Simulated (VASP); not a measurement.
# CsCl (Pm-3m) in VASP: a series of runs, part 2 of 2

VASP 6.6.1.

### 3 Single point, r2SCAN

Input file POSCAR:

```
CsCl
1.0
    4.1368327316      0.0000000000      0.0000000000
    0.0000000000      4.1368327316      0.0000000000
    0.0000000000      0.0000000000      4.1368327316
Cs Cl
1 1
Direct
    0.0000000000      0.0000000000      0.0000000000
    0.5000000000      0.5000000000      0.5000000000
```

Input file INCAR.step1:

```
  PREC = Accurate
  ENCUT = 550
  ISMEAR = 0
  SIGMA = 0.01
  LREAL = False
  LASPH = True
  NELM = 120
  NBANDS = 15
  GGA = PE
  ALGO = Normal
  EDIFF = 1E-5
  LWAVE = True
  LCHARG = False
  GGA_COMPAT = False
```

Input file INCAR.step2:

```
  PREC = Accurate
  ENCUT = 550
  EDIFF = 1E-6
  ISMEAR = 0
  SIGMA = 0.01
  LREAL = False
  LASPH = True
  NELM = 120
  ALGO = Normal
  ISIF = 2
  LWAVE = False
  LCHARG = True
  METAGGA = R2SCAN
  LMIXTAU = True
  LELF = True
  LVHAR = True
  NBANDS = 15
  ISTART = 1
  GGA_COMPAT = False
```

Input file KPOINTS:

```
regular mesh
0
Gamma
  6 6 6
```

Potentials or basis: VASP PAW PBE potentials, release 64 (Cs_sv, Cl).

Launch:

```
cat potpaw_PBE.64/Cs_sv/POTCAR potpaw_PBE.64/Cl/POTCAR > POTCAR
cp INCAR.step1 INCAR
mpirun -np 1 vasp_std > vasp.out
cp INCAR.step2 INCAR
mpirun -np 1 vasp_std > vasp.out
```

OUTCAR:

```text
PREC = Accurate
   ENCUT = 550
   EDIFF = 1E-6
   ISMEAR = 0
   LREAL = False
   LASPH = True
   NELM = 120
   ISIF = 2
   METAGGA = R2SCAN
   ISTART = 1

 ion  position               nearest neighbor table
   1  0.000  0.000  0.000-
   2  0.500  0.500  0.500-

  LATTYP: Found a simple cubic cell.
 ALAT       =     4.1368327316

  Lattice vectors:

 A1 = (   4.1368327316,   0.0000000000,   0.0000000000)
 A2 = (   0.0000000000,   4.1368327316,   0.0000000000)
 A3 = (   0.0000000000,   0.0000000000,   4.1368327316)

Analysis of symmetry for initial positions (statically):
=====================================================================
 Subroutine PRICEL returns:
 Original cell was already a primitive cell.

 Routine SETGRP: Setting up the symmetry group for a
 simple cubic supercell.

 Subroutine GETGRP returns: Found 48 space group operations
 (whereof 48 operations were pure point group operations)
 out of a pool of 48 trial point group operations.

The static configuration has the point symmetry O_h .

Analysis of symmetry for dynamics (positions and initial velocities):
=====================================================================
 Subroutine PRICEL returns:
 Original cell was already a primitive cell.

 Routine SETGRP: Setting up the symmetry group for a
 simple cubic supercell.

 Subroutine GETGRP returns: Found 48 space group operations
 (whereof 48 operations were pure point group operations)
 out of a pool of 48 trial point group operations.

The dynamic configuration has the point symmetry O_h .

 Subroutine INISYM returns: Found 48 space group operations
 (whereof 48 operations are pure point group operations),
 and found     1 'primitive' translations

----------------------------------------------------------------------------------------

                                     Primitive cell

  volume of cell :      70.7952

  direct lattice vectors                    reciprocal lattice vectors
     4.136832732  0.000000000  0.000000000     0.241730828  0.000000000  0.000000000
     0.000000000  4.136832732  0.000000000     0.000000000  0.241730828  0.000000000
     0.000000000  0.000000000  4.136832732     0.000000000  0.000000000  0.241730828

  length of vectors
     4.136832732  4.136832732  4.136832732     0.241730828  0.241730828  0.241730828

  position of ions in fractional coordinates (direct lattice)
     0.000000000  0.000000000  0.000000000
     0.500000000  0.500000000  0.500000000

  ion indices of the primitive-cell ions
   primitive index   ion index
                 1           1
                 2           2

----------------------------------------------------------------------------------------

 KPOINTS: regular mesh

Automatic generation of k-mesh.
 Grid dimensions read from file:
 generate k-points for:    6    6    6

 Generating k-lattice:

  Cartesian coordinates                     Fractional coordinates (reciprocal lattice)
     0.040288471  0.000000000  0.000000000     0.166666667  0.000000000  0.000000000
     0.000000000  0.040288471  0.000000000     0.000000000  0.166666667  0.000000000
     0.000000000  0.000000000  0.040288471     0.000000000  0.000000000  0.166666667

  Length of vectors
     0.040288471  0.040288471  0.040288471

  Shift w.r.t. Gamma in fractional coordinates (k-lattice)
     0.000000000  0.000000000  0.000000000

 Subroutine IBZKPT returns following result:
 ===========================================

 Found     20 irreducible k-points:

 Following reciprocal coordinates:
            Coordinates               Weight
  0.000000  0.000000  0.000000      1.000000
  0.166667  0.000000  0.000000      6.000000
  0.333333  0.000000  0.000000      6.000000
  0.500000  0.000000  0.000000      3.000000
  0.166667  0.166667  0.000000     12.000000
  0.333333  0.166667  0.000000     24.000000
[... 12 lines left out ...]
  0.500000  0.500000  0.333333      6.000000
  0.500000  0.500000  0.500000      1.000000
   k-points           NKPTS =     20   k-points in BZ     NKDIM =     20   number of bands    NBANDS=     15
   number of dos      NEDOS =    301   number of ions     NIONS =      2
   total plane-waves  NPLWV =  32768
   dimension x,y,z NGX =    32 NGY =   32 NGZ =   32
   dimension x,y,z NGXF=    64 NGYF=   64 NGZF=   64
   ions per type =               1   1
   NGX,Y,Z   is equivalent  to a cutoff of  12.86, 12.86, 12.86 a.u.
   NGXF,Y,Z  is equivalent  to a cutoff of  25.72, 25.72, 25.72 a.u.
 SYSTEM =  unknown system
   PREC   = accura    normal or accurate (medium, high low for compatibility)
   ISTART =      1    job   : 0-new  1-cont  2-samecut
   ICHARG =      0    charge: 1-file 2-atom 10-const
   ISPIN  =      1    spin polarized calculation?
   LNONCOLLINEAR =      F non collinear calculations
   LSORBIT =      F    spin-orbit coupling
   LASPH  =      T    aspherical Exc in radial PAW
   ENCUT  =  550.0 eV  40.42 Ry    6.36 a.u.   7.91  7.91  7.91*2*pi/ulx,y,z
   NELM   =    120;   NELMIN=  2; NELMDL=  0     # of ELM steps
   EDIFF  = 0.1E-05   stopping-criterion for ELM
   LREAL  =      F    real-space projection
   EDIFFG = 0.1E-04   stopping-criterion for IOM
   NSW    =      0    number of steps for IOM
   IBRION =     -1    ionic relax: 0-MD 1-quasi-New 2-CG
   NFREE  =      0    steps in history (QN), initial steepest desc. (CG)
   ISIF   =      2    stress and relaxation
   ISYM   =      2    0-nonsym 1-usesym 2-fastsym
   POTIM  = 0.5000    time-step for ionic-motion
   TEBEG  =    0.0;   TEEND  =   0.0 temperature during run
   PSTRESS=    0.0 pullay stress
   NELECT =      16.0000    total number of electrons
   NUPDOWN=      -1.0000    fix difference up-down
   EMIN   =  10.00;   EMAX   =-10.00  energy-range for DOS
   EFERMI =   0.00;   METHOD = LEGACY
   ISMEAR =     0;   SIGMA  =   0.01  broadening in eV -4-tet -1-fermi 0-gaus
   EFERMI_NEDOS =   21; number of points for ismear=-14 and -15
   IALGO  =     38    algorithm
   IMIX   =      4    mixing-type and parameters
     AMIX     =   0.40;   BMIX     =  1.00
     AMIX_MAG =   1.60;   BMIX_MAG =  1.00
  volume/ion in A,a.u.               =      35.40       238.87
  Fermi-wavevector in a.u.,A,eV,Ry     =   0.997195  1.884426 13.529611  0.994398
  Thomas-Fermi vector in A             =   2.129335
   LORBIT       =      0    0 simple, 1 ext, 2 COOP (PROOUT), +10 PAW based schemes
   METAGGA = R2SCAN    functional components
   LHFCALC =     F    Hartree Fock is set to
   AEXX    =    0.0000 exact exchange contribution
   IVDW    =     0    specifies the selected vdW correction
   LEPSILON=     F    determine dielectric tensor
   LRPA    =     F    only Hartree local field effects (RPA)
 non-spin polarized calculation
 Gauss-broadening in eV      SIGMA  =   0.01
  energy-cutoff  :      550.00
  volume of cell :       70.80
 maximum number of plane-waves:      2103
 NGX is ok and might be reduce to    32
   NGX = 15   NGY = 15   NGZ = 15

 number of electron      16.0000002 magnetization

 Free energy of the ion-electron system (eV)
  ---------------------------------------------------
  ext. energy  EPLUGINS =         0.00000000
  ---------------------------------------------------
  free energy    TOTEN  =       -35.52507125 eV

  energy without entropy =      -35.52507125  energy(sigma->0) =      -35.52507125

 E-fermi :  -0.6438     XC(G=0):  -8.6241

 val. band max:       -0.7410831675   @ k =   0.0000   0.0000   0.0000
 cond. band min:       5.1662337752   @ k =   0.0000   0.0000   0.0000
 fundamental gap:      5.9073169427
 Fermi energy:        -0.6438087047

 k-point     1 :       0.0000    0.0000    0.0000
  band No.  band energies     occupation
      1     -20.6415      2.00000
      2     -13.4558      2.00000
      3      -6.7573      2.00000
      4      -6.7573      2.00000
      5      -6.7573      2.00000
      6      -0.7411      2.00000
      7      -0.7411      2.00000
      8      -0.7411      2.00000
      9       5.1662      0.00000
     10       5.1662      0.00000
     11       5.2671      0.00000
     12       9.9695      0.00000
     13       9.9695      0.00000
     14       9.9695      0.00000
[... 329 lines left out ...]
      2     -13.2929      2.00000
      3      -7.2834      2.00000
      4      -7.2834      2.00000
      5      -7.2834      2.00000
      6      -1.8164      2.00000
      7      -1.8164      2.00000
      8      -1.8164      2.00000
      9       8.3958      0.00000
     10       8.3958      0.00000
     11       8.3958      0.00000
     12      10.5160      0.00000
     13      10.5160      0.00000
     14      10.5160      0.00000
     15      12.2946      0.00000

------------------------ aborting loop because EDIFF is reached ----------------------------------------

  FORCE on cell =-STRESS in cart. coord.  units (eV):
  Direction    XX          YY          ZZ          XY          YZ          ZX
  --------------------------------------------------------------------------------------
  -------------------------------------------------------------------------------------
  Total        0.0379940      0.0379940      0.0379940     -0.0000000      0.0000000      0.0000000
  in kB        0.8598487      0.8598487      0.8598487     -0.0000000      0.0000000      0.0000000
  external PRESSURE =       0.8598487 kB  Pullay stress =       0.0000000 kB

 VOLUME and BASIS-vectors are now :
 -----------------------------------------------------------------------------
  energy-cutoff  :      550.00
  volume of cell :       70.80
      direct lattice vectors                 reciprocal lattice vectors
     4.136832732  0.000000000  0.000000000     0.241730828  0.000000000  0.000000000
     0.000000000  4.136832732  0.000000000     0.000000000  0.241730828  0.000000000
     0.000000000  0.000000000  4.136832732     0.000000000  0.000000000  0.241730828

 POSITION                                       TOTAL-FORCE (eV/Angst)
 -----------------------------------------------------------------------------------
      0.00000      0.00000      0.00000         0.000000      0.000000      0.000000
      2.06842      2.06842      2.06842         0.000000      0.000000      0.000000
 -----------------------------------------------------------------------------------
    total drift:                                0.000000      0.000000     -0.000000

  FREE ENERGIE OF THE ION-ELECTRON SYSTEM (eV)
  ---------------------------------------------------
  free  energy   TOTEN  =       -35.5250712487 eV

  energy  without entropy=      -35.5250712487  energy(sigma->0) =      -35.52507125
```

Run time: 57 s. Hardware: 1 thread of Intel Xeon Platinum 8259CL at 2.50GHz (Skylake/Cascade Lake), shared host; peak memory 0.19 GiB.

What came out:

```
Free energy            : -35.5251 eV
Pressure               : 0.1 GPa
Band gap on the k mesh : 5.91 eV, direct
```

Levels at points of the mesh, in eV from the valence-band top:
| k point | band 4 | band 5 | band 6 | band 7 | band 8 | band 9 | band 10 | band 11 | band 12 | band 13 |
| --- | --- | --- | --- | --- | --- | --- | --- | --- | --- | --- |
| (0.00, 0.00, 0.00) | -6.02 | -6.02 | 0.00 | 0.00 | 0.00 | 5.91 | 5.91 | 6.01 | 10.71 | 10.71 |
| (0.50, 0.00, 0.00) | -5.88 | -5.88 | -1.13 | -0.23 | -0.23 | 6.94 | 8.26 | 9.59 | 9.89 | 10.17 |
| (0.50, 0.50, 0.00) | -6.78 | -5.79 | -0.43 | -0.43 | -0.06 | 6.55 | 6.64 | 8.62 | 8.62 | 12.77 |
| (0.50, 0.50, 0.50) | -6.54 | -6.54 | -1.08 | -1.08 | -1.08 | 9.14 | 9.14 | 9.14 | 11.26 | 11.26 |

Caveat: the PAW data sets were made with another functional, which shifts forces and pressure a little; spin-orbit coupling is left out, which moves the levels of the heavy elements. r2SCAN opens gaps a little over a GGA but as a rule still falls short of measured ones.
